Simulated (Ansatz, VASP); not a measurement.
# Two plane-wave programs on SnTe

The input INCAR:

```
SYSTEM = SnTe
  PREC = Accurate
  ENCUT = 520
  EDIFF = 1E-7
  ISMEAR = -1
  SIGMA = 0.1
  LREAL = .FALSE.
  LASPH = .TRUE.
  NELM = 80
  ALGO = Normal
  ISIF = 2
  LWAVE = .FALSE.
  LCHARG = .FALSE.
  GGA = PS
  NBANDS = 17
```

Contents of KPOINTS:

```
regular mesh
0
G
  12 12 12
  0 0 0
```

File POSCAR:

```
SnTe
1.0
    0.0000000000      3.1705867622      3.1705867622
    3.1705867622      0.0000000000      3.1705867622
    3.1705867622      3.1705867622      0.0000000000
Sn Te
1 1
Direct
    0.0000000000      0.0000000000      0.0000000000
    0.2500000000      0.2500000000      0.2500000000
```

Input for Ansatz:

```yaml
crystal:
  lattice:
    - [0.0, 3.1705867622, 3.1705867622]
    - [3.1705867622, 0.0, 3.1705867622]
    - [3.1705867622, 3.1705867622, 0.0]
  atoms:
    - { symbol: Sn, position: [0.0, 0.0, 0.0] }
    - { symbol: Te, position: [0.25, 0.25, 0.25] }
kpoints:
  mp_grid: { grid: [12, 12, 12] }
scf:
  occupations: { method: fermi_dirac, width: 0.1 }
hamiltonian:
  xc: pbesol
  pseudopotentials: { kind: paw }
output:
  forces: true
  stress: true
  eigenvalues: true
  populations: true
  write_density: true
  write_potential: true
  elf: true
  volumetric_format: npy
```

Change from the starting cell: volume scaled by 0.72, PAW files.

Alike in both runs: task single point; functional PBEsol; k mesh 12 × 12 × 12; occupations fermi-dirac, width 0.1 eV; no spin polarisation.

|  | VASP | Ansatz |
| --- | --- | --- |
| version | VASP 6.6.1 | Ansatz 0.2.0 |
| potentials or method | VASP PAW PBE potentials, release 64 (Sn_d, Te) | PAW with Ansatz's default frozen-core files, scalar-relativistic |
| plane-wave cutoff (eV) | 520 | 420 |
| valence electrons in the cell | 20 | 30 |

|  | VASP | Ansatz | Ansatz less VASP |
| --- | --- | --- | --- |
| pressure (GPa) | 16.1 | 16.0 | -0.03 |

VASP's potentials were made for PBE, not for PBEsol. VASP's potentials hold 20 valence electrons a cell and Ansatz's 30, so a difference there can come from the potentials and not from the codes.

Spin-orbit coupling is off throughout.
